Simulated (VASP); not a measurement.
# Cu (Fm-3m) in VASP: settings compared

The runs below take Cu through single point, with LDA, PBE exchange alone.

Program: VASP 6.6.1. These are calculated values, not measurements. Logs are shortened: lines on timing, memory, paths and dates and some standing lists are left out, and cuts for length are marked.

## 1. The cell of the first run

It takes space group Fm-3m (No. 225, cubic). The conventional cell has a = 3.639 Å, b = 3.639 Å, c = 3.639 Å, α = 90.00°, β = 90.00°, γ = 90.00°. Cu (site symmetry m-3m) has 12 Cu at 2.57 Å within 3.4 Å.

## 2. Single point, LDA

INCAR

```
SYSTEM = Cu
PREC = Accurate
ENCUT = 600
EDIFF = 1E-6
ISMEAR = -1
SIGMA = 0.05
LREAL = .False.
LASPH = .True.
NELM = 120
ALGO = Normal
ISIF = 2
LWAVE = .False.
LCHARG = .False.
NBANDS = 12
GGA_COMPAT = .False.
```

KPOINTS

```
Automatic mesh
0
Gamma
  13 13 13
  0 0 0
```

POSCAR

```
Cu
1.0
    0.0000000000      1.8194705475      1.8194705475
    1.8194705475      0.0000000000      1.8194705475
    1.8194705475      1.8194705475      0.0000000000
Cu
1
Direct
    0.0000000000      0.0000000000      0.0000000000
```

Potentials or basis: VASP PAW LDA potentials, release 64 (Cu).

Started as:

```
> cat potpaw_LDA.64/Cu/POTCAR > POTCAR
> mpirun -np 1 vasp_std > vasp.out
```

OUTCAR:

```text
SYSTEM = Cu
   PREC = Accurate
   ENCUT = 600
   EDIFF = 1E-6
   ISMEAR = -1
   LREAL = .False.
   LASPH = .True.
   NELM = 120
   ISIF = 2

 ion  position               nearest neighbor table
   1  0.000  0.000  0.000-

  LATTYP: Found a face centered cubic cell.
 ALAT       =     3.6389410950

  Lattice vectors:

 A1 = (   0.0000000000,   1.8194705475,   1.8194705475)
 A2 = (   1.8194705475,   0.0000000000,   1.8194705475)
 A3 = (   1.8194705475,   1.8194705475,   0.0000000000)

Analysis of symmetry for initial positions (statically):
=====================================================================
 Subroutine PRICEL returns:
 Original cell was already a primitive cell.

 Routine SETGRP: Setting up the symmetry group for a
 face centered cubic supercell.

 Subroutine GETGRP returns: Found 48 space group operations
 (whereof 48 operations were pure point group operations)
 out of a pool of 48 trial point group operations.

The static configuration has the point symmetry O_h .

Analysis of symmetry for dynamics (positions and initial velocities):
=====================================================================
 Subroutine PRICEL returns:
 Original cell was already a primitive cell.

 Routine SETGRP: Setting up the symmetry group for a
 face centered cubic supercell.

 Subroutine GETGRP returns: Found 48 space group operations
 (whereof 48 operations were pure point group operations)
 out of a pool of 48 trial point group operations.

The dynamic configuration has the point symmetry O_h .

 Subroutine INISYM returns: Found 48 space group operations
 (whereof 48 operations are pure point group operations),
 and found     1 'primitive' translations

----------------------------------------------------------------------------------------

                                     Primitive cell

  volume of cell :      12.0466

  direct lattice vectors                    reciprocal lattice vectors
     0.000000000  1.819470547  1.819470547    -0.274805218  0.274805218  0.274805218
     1.819470547  0.000000000  1.819470547     0.274805218 -0.274805218  0.274805218
     1.819470547  1.819470547  0.000000000     0.274805218  0.274805218 -0.274805218

  length of vectors
     2.573119925  2.573119925  2.573119925     0.475976599  0.475976599  0.475976599

  position of ions in fractional coordinates (direct lattice)
     0.000000000  0.000000000  0.000000000

  ion indices of the primitive-cell ions
   primitive index   ion index
                 1           1

----------------------------------------------------------------------------------------
[... 81 lines left out ...]
   NELECT =      11.0000    total number of electrons
   NUPDOWN=      -1.0000    fix difference up-down
   EMIN   =  10.00;   EMAX   =-10.00  energy-range for DOS
   EFERMI =   0.00;   METHOD = LEGACY
   ISMEAR =    -1;   SIGMA  =   0.05  broadening in eV -4-tet -1-fermi 0-gaus
   EFERMI_NEDOS =   21; number of points for ismear=-14 and -15
   IALGO  =     38    algorithm
   IMIX   =      4    mixing-type and parameters
     AMIX     =   0.40;   BMIX     =  1.00
     AMIX_MAG =   1.60;   BMIX_MAG =  1.00
  volume/ion in A,a.u.               =      12.05        81.29
  Fermi-wavevector in a.u.,A,eV,Ry     =   1.588245  3.001347 34.320977  2.522521
  Thomas-Fermi vector in A             =   2.687278
   LORBIT       =      0    0 simple, 1 ext, 2 COOP (PROOUT), +10 PAW based schemes
   GGA     = CA    functional components
   LHFCALC =     F    Hartree Fock is set to
   AEXX    =    0.0000 exact exchange contribution
   IVDW    =     0    specifies the selected vdW correction
   LEPSILON=     F    determine dielectric tensor
   LRPA    =     F    only Hartree local field effects (RPA)
 non-spin polarized calculation
  energy-cutoff  :      600.00
  volume of cell :       12.05
 maximum number of plane-waves:       415
 NGX is ok and might be reduce to    24
   NGX = 11   NGY = 11   NGZ = 11

 number of electron      10.9999999 magnetization

 Free energy of the ion-electron system (eV)
  ---------------------------------------------------
  ext. energy  EPLUGINS =         0.00000000
  ---------------------------------------------------
  free energy    TOTEN  =        -4.65665637 eV

  energy without entropy =       -4.65397487  energy(sigma->0) =       -4.65531562

 E-fermi :   7.2545     XC(G=0): -12.9876

 val. band max:        7.0584457031   @ k =   0.4615   0.2308   0.0000
 cond. band min:       7.2645878610   @ k =   0.4615   0.3077   0.0000
 fundamental gap:      0.2061421579
 Fermi energy:         7.2545484654

 k-point     1 :       0.0000    0.0000    0.0000
  band No.  band energies     occupation
      1      -2.1069      2.00000
      2       4.0733      2.00000
      3       4.0733      2.00000
      4       4.0733      2.00000
      5       4.8853      2.00000
      6       4.8853      2.00000
      7      29.6219      0.00000
      8      31.9231      0.00000
      9      31.9231      0.00000
     10      31.9231      0.00000
     11      34.4516      0.00000
     12      34.4516      0.00000
[... 331 lines left out ...]
 k-point    24 :       0.4615    0.1538    0.0000
  band No.  band energies     occupation
      1       2.3372      2.00000
      2       3.7538      2.00000
      3       4.0983      2.00000
      4       4.3494      2.00000
      5       5.4529      2.00000
      6       6.7492      1.99992
      7      13.0413      0.00000
      8      23.7488      0.00000
      9      24.9596      0.00000
     10      27.2587      0.00000
     11      36.8203      0.00000
     12      37.0361      0.00000

 [... further k-points ...]

------------------------ aborting loop because EDIFF is reached ----------------------------------------

  FORCE on cell =-STRESS in cart. coord.  units (eV):
  Direction    XX          YY          ZZ          XY          YZ          ZX
  --------------------------------------------------------------------------------------
  -------------------------------------------------------------------------------------
  Total       -1.0601850     -1.0601850     -1.0601850     -0.0000000     -0.0000000     -0.0000000
  in kB     -141.0026091   -141.0026091   -141.0026091     -0.0000000     -0.0000000     -0.0000000
  external PRESSURE =    -141.0026091 kB  Pullay stress =       0.0000000 kB

 VOLUME and BASIS-vectors are now :
 -----------------------------------------------------------------------------
  energy-cutoff  :      600.00
  volume of cell :       12.05
      direct lattice vectors                 reciprocal lattice vectors
     0.000000000  1.819470547  1.819470547    -0.274805218  0.274805218  0.274805218
     1.819470547  0.000000000  1.819470547     0.274805218 -0.274805218  0.274805218
     1.819470547  1.819470547  0.000000000     0.274805218  0.274805218 -0.274805218

 POSITION                                       TOTAL-FORCE (eV/Angst)
 -----------------------------------------------------------------------------------
      0.00000      0.00000      0.00000        -0.000000      0.000000      0.000000
 -----------------------------------------------------------------------------------
    total drift:                               -0.000000      0.000000      0.000000

  FREE ENERGIE OF THE ION-ELECTRON SYSTEM (eV)
  ---------------------------------------------------
  free  energy   TOTEN  =        -4.6566563680 eV

  energy  without entropy=       -4.6539748654  energy(sigma->0) =       -4.65531562
```

stdout:

```text
POSCAR found type information on POSCAR Cu
 POSCAR found :  1 types and       1 ions
 scaLAPACK will be used
 LDA part: xc-table for (Slater(with rela. corr.)+CA(PZ))
 , standard interpolation
 POSCAR, INCAR and KPOINTS ok, starting setup
 FFT: planning ... GRIDC
 FFT: planning ... GRID_SOFT
 FFT: planning ... GRID
 WAVECAR not read
 entering main loop
```

Run time: 18 s. Hardware: 1 thread of Intel Xeon Platinum 8259CL at 2.50GHz (Skylake/Cascade Lake), shared host; peak memory 0.13 GiB.

Results:

```
Free energy            : -4.6567 eV
Pressure               : -14.1 GPa
Band gap on the k mesh : zero (an odd number of electrons rules out a gap without spin polarisation)
```

Caveat: the cell stands under tension.

## 3. Single point, PBE exchange alone

This run uses another cell than the first one, of 12.28 Å³/atom.

INCAR

```
SYSTEM = Cu
PREC = Accurate ; ENCUT = 600
EDIFF = 1E-6 ; ISMEAR = -1
SIGMA = 0.05 ; LREAL = .False.
LASPH = .True. ; NELM = 120
ALGO = Normal ; ISIF = 2
LWAVE = .False. ; LCHARG = .False.
GGA = PE ; ALDAC = 0.0
AGGAC = 0.0 ; NBANDS = 12
GGA_COMPAT = .False.
```

KPOINTS

```
regular mesh
0
Gamma
  13 13 13
  0 0 0
```

POSCAR

```
Cu
1.0
    0.0000000000      1.8312856224      1.8312856224
    1.8312856224      0.0000000000      1.8312856224
    1.8312856224      1.8312856224      0.0000000000
Cu
1
Direct
    0.0000000000      0.0000000000      0.0000000000
```

Potentials or basis: VASP PAW PBE potentials, release 64 (Cu).

Started as:

```
> cat potpaw_PBE.64/Cu/POTCAR > POTCAR
> mpirun -np 1 vasp_std > vasp.out
```

OUTCAR:

```text
SYSTEM = Cu
   PREC = Accurate
   ENCUT = 600
   EDIFF = 1E-6
   ISMEAR = -1
   LREAL = .False.
   LASPH = .True.
   NELM = 120
   ISIF = 2
   GGA = PE

 ion  position               nearest neighbor table
   1  0.000  0.000  0.000-

  LATTYP: Found a face centered cubic cell.
 ALAT       =     3.6625712448

  Lattice vectors:

 A1 = (   0.0000000000,   1.8312856224,   1.8312856224)
 A2 = (   1.8312856224,   0.0000000000,   1.8312856224)
 A3 = (   1.8312856224,   1.8312856224,   0.0000000000)

Analysis of symmetry for initial positions (statically):
=====================================================================
 Subroutine PRICEL returns:
 Original cell was already a primitive cell.

 Routine SETGRP: Setting up the symmetry group for a
 face centered cubic supercell.

 Subroutine GETGRP returns: Found 48 space group operations
 (whereof 48 operations were pure point group operations)
 out of a pool of 48 trial point group operations.

The static configuration has the point symmetry O_h .

Analysis of symmetry for dynamics (positions and initial velocities):
[... 166 lines left out ...]
      1      -0.2246      2.00000
      2       5.8379      2.00000
      3       5.8379      2.00000
      4       5.8379      2.00000
      5       6.6069      2.00000
      6       6.6069      2.00000
      7      31.3198      0.00000
      8      33.3356      0.00000
      9      33.3356      0.00000
     10      33.3356      0.00000
     11      35.9749      0.00000
     12      35.9749      0.00000
[... 331 lines left out ...]
 k-point    24 :       0.4615    0.1538    0.0000
  band No.  band energies     occupation
      1       4.1577      2.00000
      2       5.5351      2.00000
      3       5.8765      2.00000
      4       6.0975      2.00000
      5       7.1682      2.00000
      6       8.4823      1.99990
      7      14.6650      0.00000
      8      25.3265      0.00000
      9      26.4650      0.00000
     10      28.8144      0.00000
     11      38.2853      0.00000
     12      38.5658      0.00000

 [... further k-points ...]

------------------------ aborting loop because EDIFF is reached ----------------------------------------

  FORCE on cell =-STRESS in cart. coord.  units (eV):
  Direction    XX          YY          ZZ          XY          YZ          ZX
  --------------------------------------------------------------------------------------
  -------------------------------------------------------------------------------------
  Total        1.2949573      1.2949573      1.2949573     -0.0000000     -0.0000000      0.0000000
  in kB      168.9148255    168.9148255    168.9148255     -0.0000000     -0.0000000      0.0000000
  external PRESSURE =     168.9148255 kB  Pullay stress =       0.0000000 kB

 VOLUME and BASIS-vectors are now :
 -----------------------------------------------------------------------------
  energy-cutoff  :      600.00
  volume of cell :       12.28
      direct lattice vectors                 reciprocal lattice vectors
     0.000000000  1.831285622  1.831285622    -0.273032232  0.273032232  0.273032232
     1.831285622  0.000000000  1.831285622     0.273032232 -0.273032232  0.273032232
     1.831285622  1.831285622  0.000000000     0.273032232  0.273032232 -0.273032232

 POSITION                                       TOTAL-FORCE (eV/Angst)
 -----------------------------------------------------------------------------------
      0.00000      0.00000      0.00000        -0.000000     -0.000000     -0.000000
 -----------------------------------------------------------------------------------
    total drift:                                0.000000      0.000000     -0.000000

  FREE ENERGIE OF THE ION-ELECTRON SYSTEM (eV)
  ---------------------------------------------------
  free  energy   TOTEN  =        -2.1640048783 eV

  energy  without entropy=       -2.1613462440  energy(sigma->0) =       -2.16267556
```

It took 15 s on 1 thread of Intel Xeon Platinum 8259CL at 2.50GHz (Skylake/Cascade Lake), shared host; peak memory 0.14 GiB.

What came out:

```yaml
Free_energy: -2.1640 eV
Pressure: 16.9 GPa
Band_gap_on_the_k_mesh: zero (an odd number of electrons rules out a gap without spin polarisation)
```

Levels at points of the mesh, in eV from the Fermi level:
```
           k point  band 3  band 4  band 5  band 6  band 7  band 8  band 9  band 10
(0.00, 0.00, 0.00)   -3.14   -3.14   -2.37   -2.37   22.34   24.36   24.36    24.36
```

Caveat: the cell stands under pressure.
